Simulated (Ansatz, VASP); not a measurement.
**Sc5S in VASP and in Ansatz**

```
CELL_PARAMETERS angstrom
1.69722 -2.94081 0.00213
-5.09532 -2.94298 0.00099
-0.00239 0.00908 -13.75777
ATOMIC_POSITIONS crystal
Sc 0.50018 0.83299 0.12492
Sc 0.00017 0.33315 0.12495
Sc 0.50034 0.83299 0.87500
Sc 0.99980 0.33319 0.87503
Sc 0.49990 0.50046 0.68553
Sc 0.00019 0.00053 0.68556
Sc 0.49993 0.83320 0.49995
Sc 0.00076 0.33338 0.50012
Sc 0.49923 0.50009 0.31446
Sc 0.99928 0.00048 0.31448
S 0.00020 0.99978 0.99989
S 0.50003 0.49975 0.00011
```

Change from the starting cell: cell x2, atoms moved at random (sigma 0.05 Å) and cell strained at random (1.5 %), then relaxed without symmetry.

Alike in both runs: functional PBE; k mesh 6 × 4 × 2; occupations gaussian, width 0.2 eV; no spin polarisation.

Ansatz relaxed the structure, and its values are those at the end. VASP's run is a single point on that final structure, the one shown.

|  | VASP | Ansatz |
| --- | --- | --- |
| version | VASP 6.6.1 | Ansatz 0.2.0 |
| potentials or method | VASP PAW PBE potentials, release 64 (Sc_sv, S), cutoff 520 eV | scalar-relativistic, plane waves, PAW |
| valence electrons in the cell | 122 | 122 |

|  | VASP | Ansatz | Ansatz less VASP |
| --- | --- | --- | --- |
| gap on the k mesh at the Fermi level (eV) | none | none | - |
| pressure (GPa) | 0.2 | 0.1 | -0.09 |
| rms of the force components (eV/Å) | 0.009 | 0.008 | -0.0012 |

A gap of «none» marks a metal or a gap that the smearing closes. With one functional, cell and mesh, what is left measures potentials, basis and numerics.
